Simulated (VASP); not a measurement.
# Pd (Fm-3m) in VASP: notebook, part 2 of 3

VASP 6.6.1.

**3. Single point, r2SCAN+D4**

This run uses another cell than the first one, of 15.64 Å³/atom.

POSCAR reads:

```
Pd
1.0
    0.0000000000      1.9846763588      1.9846763588
    1.9846763588      0.0000000000      1.9846763588
    1.9846763588      1.9846763588      0.0000000000
Pd
1
Direct
    0.0000000000      0.0000000000      0.0000000000
```

INCAR.step1 reads:

```
SYSTEM = Pd
PREC     = Accurate       ! precision mode
ENCUT    = 690            ! plane-wave cutoff, eV
ISMEAR   = -1             ! smearing method
SIGMA    = 0.05           ! smearing width, eV
LREAL    = .False.        ! projectors in reciprocal space
LASPH    = .True.         ! aspherical terms in the spheres
NELM     = 120            ! most SCF steps
NBANDS   = 15             ! bands
GGA      = PE             ! functional
ALGO     = Normal         ! electronic algorithm
EDIFF    = 1E-5           ! SCF threshold, eV
LWAVE    = .True.         ! write WAVECAR
LCHARG   = .False.        ! write CHGCAR
GGA_COMPAT= .False.
```

INCAR.step2 reads:

```
SYSTEM = Pd
PREC     = Accurate       ! precision mode
ENCUT    = 690            ! plane-wave cutoff, eV
EDIFF    = 1E-6           ! SCF threshold, eV
ISMEAR   = -1             ! smearing method
SIGMA    = 0.05           ! smearing width, eV
LREAL    = .False.        ! projectors in reciprocal space
LASPH    = .True.         ! aspherical terms in the spheres
NELM     = 120            ! most SCF steps
ALGO     = Normal         ! electronic algorithm
ISIF     = 2              ! what is computed and relaxed
LWAVE    = .False.        ! write WAVECAR
LCHARG   = .False.        ! write CHGCAR
METAGGA  = R2SCAN         ! meta-GGA
LMIXTAU  = .True.       
IVDW     = 13             ! dispersion correction
VDW_S6   = 1.0          
VDW_S8   = 0.6018749    
VDW_A1   = 0.51559235   
VDW_A2   = 5.77342911   
NBANDS   = 15             ! bands
ISTART   = 1            
GGA_COMPAT= .False.
```

KPOINTS reads:

```
Automatic mesh
0
Gamma
  12 12 12
  0 0 0
```

Potentials or basis: VASP PAW PBE potentials, release 64 (Pd_sv_GW).

Launch:

```console
$ cat potpaw_PBE.64/Pd_sv_GW/POTCAR > POTCAR
$ cp INCAR.step1 INCAR
$ mpirun -np 1 vasp_std > vasp.out
$ cp INCAR.step2 INCAR
$ mpirun -np 1 vasp_std > vasp.out
```

OUTCAR:

```text
SYSTEM = Pd
   PREC = Accurate
   ENCUT = 690
   EDIFF = 1E-6
   ISMEAR = -1
   LREAL = .False.
   LASPH = .True.
   NELM = 120
   ISIF = 2
   METAGGA = R2SCAN
   IVDW = 13
   ISTART = 1

 ion  position               nearest neighbor table
   1  0.000  0.000  0.000-

  LATTYP: Found a face centered cubic cell.
 ALAT       =     3.9693527176

  Lattice vectors:

 A1 = (   0.0000000000,   1.9846763588,   1.9846763588)
 A2 = (   1.9846763588,   0.0000000000,   1.9846763588)
 A3 = (   1.9846763588,   1.9846763588,   0.0000000000)

Analysis of symmetry for initial positions (statically):
=====================================================================
 Subroutine PRICEL returns:
 Original cell was already a primitive cell.

 Routine SETGRP: Setting up the symmetry group for a
 face centered cubic supercell.

 Subroutine GETGRP returns: Found 48 space group operations
 (whereof 48 operations were pure point group operations)
 out of a pool of 48 trial point group operations.

The static configuration has the point symmetry O_h .

Analysis of symmetry for dynamics (positions and initial velocities):
=====================================================================
 Subroutine PRICEL returns:
 Original cell was already a primitive cell.

 Routine SETGRP: Setting up the symmetry group for a
 face centered cubic supercell.

 Subroutine GETGRP returns: Found 48 space group operations
 (whereof 48 operations were pure point group operations)
 out of a pool of 48 trial point group operations.

The dynamic configuration has the point symmetry O_h .

 Subroutine INISYM returns: Found 48 space group operations
 (whereof 48 operations are pure point group operations),
 and found     1 'primitive' translations

----------------------------------------------------------------------------------------

                                     Primitive cell

  volume of cell :      15.6350

  direct lattice vectors                    reciprocal lattice vectors
     0.000000000  1.984676359  1.984676359    -0.251930244  0.251930244  0.251930244
     1.984676359  0.000000000  1.984676359     0.251930244 -0.251930244  0.251930244
     1.984676359  1.984676359  0.000000000     0.251930244  0.251930244 -0.251930244

  length of vectors
     2.806756224  2.806756224  2.806756224     0.436355983  0.436355983  0.436355983

  position of ions in fractional coordinates (direct lattice)
     0.000000000  0.000000000  0.000000000

  ion indices of the primitive-cell ions
   primitive index   ion index
                 1           1

----------------------------------------------------------------------------------------

 KPOINTS: Automatic mesh

Automatic generation of k-mesh.
 Grid dimensions read from file:
 generate k-points for:   12   12   12

 Generating k-lattice:

  Cartesian coordinates                     Fractional coordinates (reciprocal lattice)
    -0.020994187  0.020994187  0.020994187     0.083333333  0.000000000  0.000000000
     0.020994187 -0.020994187  0.020994187     0.000000000  0.083333333  0.000000000
     0.020994187  0.020994187 -0.020994187     0.000000000  0.000000000  0.083333333

  Length of vectors
     0.036362999  0.036362999  0.036362999

  Shift w.r.t. Gamma in fractional coordinates (k-lattice)
     0.000000000  0.000000000  0.000000000

 Subroutine IBZKPT returns following result:
 ===========================================

 Found     72 irreducible k-points:

 Following reciprocal coordinates:
            Coordinates               Weight
  0.000000  0.000000  0.000000      1.000000
  0.083333  0.000000  0.000000      8.000000
  0.166667  0.000000  0.000000      8.000000
  0.250000  0.000000  0.000000      8.000000
  0.333333  0.000000  0.000000      8.000000
  0.416667  0.000000  0.000000      8.000000
[... 16 lines left out ...]
  0.500000  0.166667  0.000000     24.000000
 -0.416667  0.166667  0.000000     24.000000
 [... further k-points ...]
   k-points           NKPTS =     72   k-points in BZ     NKDIM =     72   number of bands    NBANDS=     15
   number of dos      NEDOS =    301   number of ions     NIONS =      1
   total plane-waves  NPLWV =  13824
   dimension x,y,z NGX =    24 NGY =   24 NGZ =   24
   dimension x,y,z NGXF=    48 NGYF=   48 NGZF=   48
   ions per type =               1
   NGX,Y,Z   is equivalent  to a cutoff of  14.22, 14.22, 14.22 a.u.
   NGXF,Y,Z  is equivalent  to a cutoff of  28.43, 28.43, 28.43 a.u.
 SYSTEM =  Pd
   PREC   = accura    normal or accurate (medium, high low for compatibility)
   ISTART =      1    job   : 0-new  1-cont  2-samecut
   ICHARG =      0    charge: 1-file 2-atom 10-const
   ISPIN  =      1    spin polarized calculation?
   LNONCOLLINEAR =      F non collinear calculations
   LSORBIT =      F    spin-orbit coupling
   LASPH  =      T    aspherical Exc in radial PAW
   ENCUT  =  690.0 eV  50.71 Ry    7.12 a.u.   6.01  6.01  6.01*2*pi/ulx,y,z
   NELM   =    120;   NELMIN=  2; NELMDL=  0     # of ELM steps
   EDIFF  = 0.1E-05   stopping-criterion for ELM
   LREAL  =      F    real-space projection
   EDIFFG = 0.1E-04   stopping-criterion for IOM
   NSW    =      0    number of steps for IOM
   IBRION =     -1    ionic relax: 0-MD 1-quasi-New 2-CG
   NFREE  =      0    steps in history (QN), initial steepest desc. (CG)
   ISIF   =      2    stress and relaxation
   ISYM   =      2    0-nonsym 1-usesym 2-fastsym
   POTIM  = 0.5000    time-step for ionic-motion
   TEBEG  =    0.0;   TEEND  =   0.0 temperature during run
   PSTRESS=    0.0 pullay stress
   NELECT =      18.0000    total number of electrons
   NUPDOWN=      -1.0000    fix difference up-down
   EMIN   =  10.00;   EMAX   =-10.00  energy-range for DOS
   EFERMI =   0.00;   METHOD = LEGACY
   ISMEAR =    -1;   SIGMA  =   0.05  broadening in eV -4-tet -1-fermi 0-gaus
   EFERMI_NEDOS =   21; number of points for ismear=-14 and -15
   IALGO  =     38    algorithm
   IMIX   =      4    mixing-type and parameters
     AMIX     =   0.40;   BMIX     =  1.00
     AMIX_MAG =   1.60;   BMIX_MAG =  1.00
  volume/ion in A,a.u.               =      15.64       105.51
  Fermi-wavevector in a.u.,A,eV,Ry     =   1.715797  3.242387 40.055011  2.943960
  Thomas-Fermi vector in A             =   2.793103
   LORBIT       =      0    0 simple, 1 ext, 2 COOP (PROOUT), +10 PAW based schemes
   METAGGA = R2SCAN    functional components
   LHFCALC =     F    Hartree Fock is set to
   AEXX    =    0.0000 exact exchange contribution
   IVDW    =    13    specifies the selected vdW correction
   LEPSILON=     F    determine dielectric tensor
   LRPA    =     F    only Hartree local field effects (RPA)
 non-spin polarized calculation
  energy-cutoff  :      690.00
  volume of cell :       15.64
 maximum number of plane-waves:       654
   NGX = 13   NGY = 13   NGZ = 13

 number of electron      18.0000005 magnetization

 Free energy of the ion-electron system (eV)
  ---------------------------------------------------
  ext. energy  EPLUGINS =         0.00000000
  ---------------------------------------------------
  free energy    TOTEN  =       -21.47034396 eV

  energy without entropy =      -21.45014320  energy(sigma->0) =      -21.46024358

 E-fermi :   7.3655     XC(G=0): -13.9931

 val. band max:        7.3586335447   @ k =  -0.4167   0.3333   0.0833
 cond. band min:       7.3656460227   @ k =  -0.2500   0.4167   0.1667
 fundamental gap:      0.0070124780
 Fermi energy:         7.3654514010

 k-point     1 :       0.0000    0.0000    0.0000
  band No.  band energies     occupation
      1     -78.8827      2.00000
      2     -43.5876      2.00000
      3     -43.5876      2.00000
      4     -43.5876      2.00000
      5       0.7226      2.00000
      6       4.7414      2.00000
      7       4.7414      2.00000
      8       4.7414      2.00000
      9       6.1928      2.00000
     10       6.1928      2.00000
     11      25.1305      0.00000
     12      29.7291      0.00000
     13      29.7291      0.00000
     14      29.7291      0.00000
     15      35.3629      0.00000
[... 397 lines left out ...]
 k-point    24 :      -0.4167    0.1667    0.0000
  band No.  band energies     occupation
      1     -78.8336      2.00000
      2     -43.9048      2.00000
      3     -43.7012      2.00000
      4     -43.6515      2.00000
      5       3.0275      2.00000
      6       4.2970      2.00000
      7       5.1791      2.00000
      8       5.6667      2.00000
      9       7.1415      1.97754
     10      11.2157      0.00000
     11      14.9897      0.00000
     12      23.5148      0.00000
     13      26.6279      0.00000
     14      27.4715      0.00000
     15      35.4148      0.00000

 [... further k-points ...]

------------------------ aborting loop because EDIFF is reached ----------------------------------------

  DFT-D4 for vdW energy calculation

  Edisp (eV):   -0.16050

  FORCE on cell =-STRESS in cart. coord.  units (eV):
  Direction    XX          YY          ZZ          XY          YZ          ZX
  --------------------------------------------------------------------------------------
  -------------------------------------------------------------------------------------
  Total      -0.88745    -0.88745    -0.88745    -0.00000    -0.00000     0.00000
  in kB     -90.93998   -90.93998   -90.93998    -0.00000    -0.00000     0.00000
  external pressure =      -90.94 kB  Pullay stress =        0.00 kB

 VOLUME and BASIS-vectors are now :
 -----------------------------------------------------------------------------
  energy-cutoff  :      690.00
  volume of cell :       15.64
      direct lattice vectors                 reciprocal lattice vectors
     0.000000000  1.984676359  1.984676359    -0.251930244  0.251930244  0.251930244
     1.984676359  0.000000000  1.984676359     0.251930244 -0.251930244  0.251930244
     1.984676359  1.984676359  0.000000000     0.251930244  0.251930244 -0.251930244

 POSITION                                       TOTAL-FORCE (eV/Angst)
 -----------------------------------------------------------------------------------
      0.00000      0.00000      0.00000         0.000000      0.000000      0.000000
 -----------------------------------------------------------------------------------
    total drift:                               -0.000000     -0.000000     -0.000000

  FREE ENERGIE OF THE ION-ELECTRON SYSTEM (eV)
  ---------------------------------------------------
  free  energy   TOTEN  =       -21.6308464459 eV

  energy  without entropy=      -21.6106456805  energy(sigma->0) =      -21.62074606
```

Run time: 53 s. Hardware: 1 thread of AMD EPYC 9R45 (Zen 5), shared host; peak memory 0.14 GiB.

What came out:

```yaml
Free_energy: -21.6308 eV
Pressure: -9.1 GPa
Band_gap_on_the_k_mesh: zero (bands 9 and 10 overlap by 1.52 eV)
Dispersion_energy_per_atom: -0.161 eV
```

Levels at points of the mesh, in eV from the Fermi level:
```tsv
k point	band 7	band 8	band 9	band 10	band 11	band 12
(0.00, 0.00, 0.00)	-2.62	-2.62	-1.17	-1.17	17.77	22.36
(0.50, 0.00, 0.00)	-2.69	-0.02	-0.02	1.50	7.29	17.20
(0.50, 0.50, 0.00)	-0.08	0.29	0.29	3.74	10.75	13.60
```

Caveat: the cell stands under tension; the PAW data sets were made with another functional, which shifts forces and pressure a little.

**4. Single point, r2SCAN+D4**

This run uses another cell than the first one, of 14.75 Å³/atom.

POSCAR reads:

```
Pd
1.0
    0.0000000000      1.9465000000      1.9465000000
    1.9465000000      0.0000000000      1.9465000000
    1.9465000000      1.9465000000      0.0000000000
Pd
1
Direct
    0.0000000000      0.0000000000      0.0000000000
```

INCAR.step1 reads:

```
SYSTEM = Pd
PREC = Accurate ; ENCUT = 690
ISMEAR = -1 ; SIGMA = 0.05
LREAL = .False. ; LASPH = .True.
NELM = 120 ; NBANDS = 15
GGA = PE ; ALGO = Normal
EDIFF = 1E-5 ; LWAVE = .True.
LCHARG = .False. ; GGA_COMPAT = .False.
```

INCAR.step2 reads:

```
SYSTEM = Pd
PREC = Accurate ; ENCUT = 690
EDIFF = 1E-6 ; ISMEAR = -1
SIGMA = 0.05 ; LREAL = .False.
LASPH = .True. ; NELM = 120
ALGO = Normal ; ISIF = 2
LWAVE = .False. ; LCHARG = .True.
METAGGA = R2SCAN ; LMIXTAU = .True.
IVDW = 13 ; VDW_S6 = 1.0
VDW_S8 = 0.6018749 ; VDW_A1 = 0.51559235
VDW_A2 = 5.77342911 ; LELF = .True.
LVHAR = .True. ; NBANDS = 15
ISTART = 1 ; GGA_COMPAT = .False.
```

KPOINTS reads:

```
regular mesh
0
Gamma
  12 12 12
  0 0 0
```

Launch:

```console
$ cat potpaw_PBE.64/Pd_sv_GW/POTCAR > POTCAR
$ cp INCAR.step1 INCAR
$ mpirun -np 1 vasp_std > vasp.out
$ cp INCAR.step2 INCAR
$ mpirun -np 1 vasp_std > vasp.out
```

Wall time 99 s (1 thread of AMD EPYC 7R13 (Zen 3), shared host); peak memory 0.14 GiB.

Results (log left out):

```
Free energy                : -21.6559 eV
Pressure                   : 0.6 GPa
Band gap on the k mesh     : zero (bands 9 and 10 overlap by 1.67 eV)
Dispersion energy per atom : -0.169 eV
```

Levels at points of the mesh, in eV from the Fermi level:
| k point | band 5 | band 6 | band 7 | band 8 | band 9 | band 10 | band 11 | band 12 | band 13 | band 14 |
| --- | --- | --- | --- | --- | --- | --- | --- | --- | --- | --- |
| (0.00, 0.00, 0.00) | -7.10 | -2.89 | -2.89 | -2.89 | -1.28 | -1.28 | 17.80 | 22.73 | 22.73 | 22.73 |
| (0.50, 0.00, 0.00) | -5.37 | -2.96 | -2.96 | -0.02 | -0.02 | 1.37 | 7.76 | 17.25 | 21.94 | 21.94 |
| (0.50, 0.50, 0.00) | -5.49 | -5.22 | -0.08 | 0.33 | 0.33 | 3.74 | 11.37 | 13.94 | 13.94 | 22.49 |

Caveat: the PAW data sets were made with another functional, which shifts forces and pressure a little.

(Continued in part 3 of 3.)

The gap in the log of VASP goes by the Fermi energy; the results here count the filled bands.